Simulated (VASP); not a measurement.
# Cd2Te (P-3m1) in VASP: relaxation of cell and atoms with PBE

Aim: the relaxation of cell and atoms of Cd2Te with PBE.

Program: VASP 6.6.1. These are calculated values, not measurements. Logs are shortened: lines on timing, memory, paths and dates and some standing lists are left out, and cuts for length are marked.

### 1 The cell of the first run

It takes space group P-3m1 (No. 164, trigonal). The conventional cell has a = 4.261 Å, b = 4.261 Å, c = 5.449 Å, α = 90.00°, β = 90.00°, γ = 120.00°. Within 4.0 Å of Cd (site symmetry 3m) lie 3 Te at 3.04 Å and 3 Cd at 3.10 Å. Within 4.0 Å of Te (site symmetry -3m) lie 6 Cd at 3.04 Å.

The cell was built from a structure type or drawn by symmetry, and may not be a known phase.

### 2 Relaxation of cell and atoms, PBE

The input, INCAR:

```
SYSTEM = Cd2Te
PREC     = Accurate       ! precision mode
ENCUT    = 600            ! plane-wave cutoff, eV
EDIFF    = 1E-6           ! SCF threshold, eV
ISMEAR   = 0              ! smearing method
SIGMA    = 0.1            ! smearing width, eV
LREAL    = .False.        ! projectors in reciprocal space
LASPH    = .True.         ! aspherical terms in the spheres
NELM     = 60             ! most SCF steps
ALGO     = Fast           ! electronic algorithm
ISIF     = 3              ! what is computed and relaxed
LWAVE    = .False.        ! write WAVECAR
LCHARG   = .False.        ! write CHGCAR
GGA      = PE             ! functional
IBRION   = 2              ! ionic algorithm
NSW      = 100            ! ionic steps
EDIFFG   = -0.01          ! ionic threshold
```

The input, KPOINTS:

```
regular mesh
0
Gamma
  12 12 8
  0 0 0
```

The input, POSCAR:

```
Cd2Te
1.0
    4.2606587541      0.0000000000      0.0000000000
   -2.1303293770      3.6898387179      0.0000000000
    0.0000000000      0.0000000000      5.4487509516
Cd Te
2 1
Direct
    0.3333333333      0.6666666667      0.3263497811
    0.6666666667      0.3333333333      0.6736502189
    0.0000000000      0.0000000000      0.0000000000
```

Potentials or basis: VASP PAW PBE potentials, release 64 (Cd, Te).

Started as:

```
$ cat potpaw_PBE.64/Cd/POTCAR potpaw_PBE.64/Te/POTCAR > POTCAR
$ mpirun -np 1 vasp_std > vasp.out
```

OUTCAR:

```text
SYSTEM = Cd2Te
   PREC = Accurate
   ENCUT = 600
   EDIFF = 1E-6
   ISMEAR = 0
   LREAL = .False.
   LASPH = .True.
   NELM = 60
   ISIF = 3
   GGA = PE
   IBRION = 2
   NSW = 100
   EDIFFG = -0.01

 ion  position               nearest neighbor table
   1  0.333  0.667  0.326-   3 3.04   3 3.04   3 3.04   2 3.10   2 3.10   2 3.10
   2  0.667  0.333  0.674-   3 3.04   3 3.04   3 3.04   1 3.10   1 3.10   1 3.10
   3  0.000  0.000  0.000-   1 3.04   2 3.04   1 3.04   2 3.04   2 3.04   1 3.04

  LATTYP: Found a hexagonal cell.
 ALAT       =     4.2606587541
 C/A-ratio  =     1.2788517612

  Lattice vectors:

 A1 = (   4.2606587541,   0.0000000000,   0.0000000000)
 A2 = (  -2.1303293770,   3.6898387179,   0.0000000000)
 A3 = (   0.0000000000,   0.0000000000,   5.4487509516)

Analysis of symmetry for initial positions (statically):
=====================================================================
 Subroutine PRICEL returns:
 Original cell was already a primitive cell.

 Routine SETGRP: Setting up the symmetry group for a
 hexagonal supercell.

 Subroutine GETGRP returns: Found 12 space group operations
 (whereof 12 operations were pure point group operations)
 out of a pool of 24 trial point group operations.

The static configuration has the point symmetry D_3d.

Analysis of symmetry for dynamics (positions and initial velocities):
=====================================================================
 Subroutine PRICEL returns:
 Original cell was already a primitive cell.

 Routine SETGRP: Setting up the symmetry group for a
 hexagonal supercell.

 Subroutine GETGRP returns: Found 12 space group operations
 (whereof 12 operations were pure point group operations)
 out of a pool of 24 trial point group operations.

The dynamic configuration has the point symmetry D_3d.

 Subroutine INISYM returns: Found 12 space group operations
 (whereof 12 operations are pure point group operations),
 and found     1 'primitive' translations

----------------------------------------------------------------------------------------

                                     Primitive cell

  volume of cell :      85.6606

  direct lattice vectors                    reciprocal lattice vectors
[... 91 lines left out ...]
   EDIFFG = -.1E-01   stopping-criterion for IOM
   NSW    =    100    number of steps for IOM
   IBRION =      2    ionic relax: 0-MD 1-quasi-New 2-CG
   NFREE  =      1    steps in history (QN), initial steepest desc. (CG)
   ISIF   =      3    stress and relaxation
   ISYM   =      2    0-nonsym 1-usesym 2-fastsym
   POTIM  = 0.5000    time-step for ionic-motion
   TEBEG  =    0.0;   TEEND  =   0.0 temperature during run
   PSTRESS=    0.0 pullay stress
   NELECT =      30.0000    total number of electrons
   NUPDOWN=      -1.0000    fix difference up-down
   EMIN   =  10.00;   EMAX   =-10.00  energy-range for DOS
   EFERMI =   0.00;   METHOD = LEGACY
   ISMEAR =     0;   SIGMA  =   0.10  broadening in eV -4-tet -1-fermi 0-gaus
   EFERMI_NEDOS =   21; number of points for ismear=-14 and -15
   IALGO  =     68    algorithm
   IMIX   =      4    mixing-type and parameters
     AMIX     =   0.40;   BMIX     =  1.00
     AMIX_MAG =   1.60;   BMIX_MAG =  1.00
  volume/ion in A,a.u.               =      28.55       192.69
  Fermi-wavevector in a.u.,A,eV,Ry     =   1.153953  2.180655 18.117628  1.331608
  Thomas-Fermi vector in A             =   2.290593
   LORBIT       =      0    0 simple, 1 ext, 2 COOP (PROOUT), +10 PAW based schemes
   GGA     = PE    functional components
   LHFCALC =     F    Hartree Fock is set to
   AEXX    =    0.0000 exact exchange contribution
   IVDW    =     0    specifies the selected vdW correction
   LEPSILON=     F    determine dielectric tensor
   LRPA    =     F    only Hartree local field effects (RPA)
 conjugate gradient relaxation of ions
 non-spin polarized calculation
 RMM-DIIS sequential band-by-band and
 Gauss-broadening in eV      SIGMA  =   0.10
  energy-cutoff  :      600.00
  volume of cell :       85.66
 maximum number of plane-waves:      2896
 NGX is ok and might be reduce to    36
   NGX = 17   NGY = 17   NGZ = 21

--------------------------------------- Ionic step        1  -------------------------------------------

 number of electron      29.9999996 magnetization

 Free energy of the ion-electron system (eV)
  ---------------------------------------------------
  ext. energy  EPLUGINS =         0.00000000
  ---------------------------------------------------
  free energy    TOTEN  =        -5.01460609 eV

  energy without entropy =       -5.00979046  energy(sigma->0) =       -5.01219827

------------------------ aborting loop because EDIFF is reached ----------------------------------------

  FORCE on cell =-STRESS in cart. coord.  units (eV):
  Direction    XX          YY          ZZ          XY          YZ          ZX
  --------------------------------------------------------------------------------------
  -------------------------------------------------------------------------------------
  Total        0.1390150      0.1390150     -0.2434891      0.0000000     -0.0000000     -0.0000000
  in kB        2.6001057      2.6001057     -4.5541685      0.0000000     -0.0000000     -0.0000000
  external PRESSURE =       0.2153476 kB  Pullay stress =       0.0000000 kB
[... 209 lines left out ...]
--------------------------------------- Ionic step        7  -------------------------------------------

 number of electron      29.9999993 magnetization

 Free energy of the ion-electron system (eV)
  ---------------------------------------------------
  ext. energy  EPLUGINS =         0.00000000
  ---------------------------------------------------
  free energy    TOTEN  =        -5.01850036 eV

  energy without entropy =       -5.01441395  energy(sigma->0) =       -5.01645716

 E-fermi :   3.0946     XC(G=0):  -9.6349

 val. band max:        3.0624981563   @ k =   0.3333   0.0833   0.1250
 cond. band min:       3.1055419540   @ k =   0.0833   0.0000   0.3750
 fundamental gap:      0.0430437977
 Fermi energy:         3.0945724932

 k-point     1 :       0.0000    0.0000    0.0000
  band No.  band energies     occupation
      1      -8.4618      2.00000
      2      -5.6797      2.00000
      3      -5.6797      2.00000
      4      -5.5632      2.00000
      5      -5.4654      2.00000
      6      -5.4654      2.00000
[... 505 lines left out ...]
      6      -5.4278      2.00000
[... 11 lines left out ...]
     18       7.1963      0.00000
     19       7.4864      0.00000

 [... further k-points ...]
[... 5 lines left out ...]
  --------------------------------------------------------------------------------------
  -------------------------------------------------------------------------------------
  Total        0.0048271      0.0048271      0.0058196      0.0000000     -0.0000000      0.0000000
  in kB        0.0901518      0.0901518      0.1086893      0.0000000     -0.0000000      0.0000000
  external PRESSURE =       0.0963310 kB  Pullay stress =       0.0000000 kB
[... 18 lines left out ...]
  FREE ENERGIE OF THE ION-ELECTRON SYSTEM (eV)
  ---------------------------------------------------
  free  energy   TOTEN  =        -5.0185003638 eV

  energy  without entropy=       -5.0144139463  energy(sigma->0) =       -5.01645716

 reached required accuracy - stopping structural energy minimisation
```

OSZICAR:

```text
N       E                     dE             d eps       ncg     rms          rms(c)
DAV:   1     0.206173162412E+03    0.20617E+03   -0.15544E+04  4978   0.160E+03
DAV:   2     0.293643983290E+01   -0.20324E+03   -0.19693E+03  5160   0.368E+02
[... 46 lines left out ...]
   6 F= -.50184689E+01 E0= -.50164259E+01  d E =-.514110E-04
       N       E                     dE             d eps       ncg     rms          rms(c)
DAV:   1    -0.501856910830E+01   -0.10036E-03   -0.56645E-02  5017   0.168E+00    0.659E-02
RMM:   2    -0.501851264679E+01    0.56462E-04   -0.38277E-04  4978   0.172E-01    0.249E-02
RMM:   3    -0.501850195308E+01    0.10694E-04   -0.47867E-05  4978   0.520E-02    0.159E-02
RMM:   4    -0.501850020473E+01    0.17484E-05   -0.70877E-06  4851   0.209E-02    0.342E-03
RMM:   5    -0.501850036376E+01   -0.15903E-06   -0.11267E-06  2715   0.848E-03
   7 F= -.50185004E+01 E0= -.50164572E+01  d E =-.828814E-04
```

CONTCAR:

```text
Cd2Te
   1.00000000000000
     4.3056444948583739    0.0000000000006095    0.0000000000000000
    -2.1528222473781309    3.7287975122042818   -0.0000000000000000
     0.0000000000000000   -0.0000000000000000    5.3433408145176964
  Cd              Te
     2     1
Direct
     0.3333333332999970    0.6666666667000030    0.3258997353520412
     0.6666666667000030    0.3333333332999970    0.6741002646479588
     0.0000000000000000    0.0000000000000000    0.0000000000000000

  0.00000000E+00  0.00000000E+00  0.00000000E+00
  0.00000000E+00  0.00000000E+00  0.00000000E+00
  0.00000000E+00  0.00000000E+00  0.00000000E+00
```

Run time: 6.2 min. Hardware: 1 thread of Intel Xeon 6975P-C (Granite Rapids), shared host; peak memory 0.44 GiB.

Results:

* Free energy: -5.0185 eV
* Relaxed volume: 28.60 Å³/atom
* Relaxed cell: a = 4.306 Å, b = 4.306 Å, c = 5.343 Å, α = 90.00°, β = 90.00°, γ = 120.00°
* Space group after relaxing (to 0.1 Å): P-3m1 (No. 164)
* Energy gained by relaxing: 1.3 meV/atom
* Ionic steps: 7
* Pressure after relaxing: 0.0 GPa
* Largest force after relaxing: 0.004 eV/Å
* Band gap on the k mesh: zero (bands 15 and 16 overlap by 2.70 eV)

Forces on the atoms (eV/Å):
```
Cd   0.000  0.000  0.004
Cd   0.000  0.000 -0.004
Te   0.000  0.000  0.000
```

Step by step:
```
step  energy change (eV)  largest force (eV/Å)  pressure (GPa)  volume (Å³)
   1              0.0000                0.0250            0.02        85.66
   2             -0.0015                0.0129            0.00        85.71
   3             -0.0037                0.0154           -0.02        85.83
   4             -0.0038                0.0190            0.00        85.86
   5             -0.0038                0.0191           -0.01        85.86
   6             -0.0039                0.0106            0.00        85.82
   7             -0.0039                0.0043            0.01        85.79
```

Final structure:
```yaml
crystal:
  lattice:
    - [4.30564, 0.00000, 0.00000]
    - [-2.15282, 3.72880, 0.00000]
    - [0.00000, 0.00000, 5.34334]
  atoms:
    - { symbol: Cd, position: [0.33333, 0.66667, 0.32590] }
    - { symbol: Cd, position: [0.66667, 0.33333, 0.67410] }
    - { symbol: Te, position: [0.00000, 0.00000, 0.00000] }
```

Caveat: spin-orbit coupling is left out, which moves the levels of the heavy elements.
